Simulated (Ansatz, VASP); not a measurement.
**Ba: VASP beside Ansatz**

```
CELL_PARAMETERS angstrom
3.95491 0.00000 0.00000
0.00000 3.95491 0.00000
0.00000 0.00000 3.95491
ATOMIC_POSITIONS crystal
Ba 0.00000 0.00000 0.00000
```

Alike in both runs: functional PBE; k mesh 9 × 9 × 9; occupations fermi-dirac, width 0.08 eV; no spin polarisation.

Ansatz relaxed the structure, and its values are those at the end. VASP's run is a single point on that final structure, the one shown.

|  | VASP | Ansatz |
| --- | --- | --- |
| version | VASP 6.6.1 | Ansatz 0.2.0 |
| potentials or method | VASP PAW PBE potentials, release 64 (Ba_sv) | PAW with Ansatz's default frozen-core files, scalar-relativistic |
| plane-wave cutoff (eV) | 520 | 420 |
| valence electrons in the cell | 10 | 10 |

|  | VASP | Ansatz | Ansatz less VASP |
| --- | --- | --- | --- |
| pressure (GPa) | 0.1 | 0.0 | -0.12 |

With one functional, cell and mesh, what is left measures potentials, basis and numerics.

Spin-orbit coupling is off throughout.
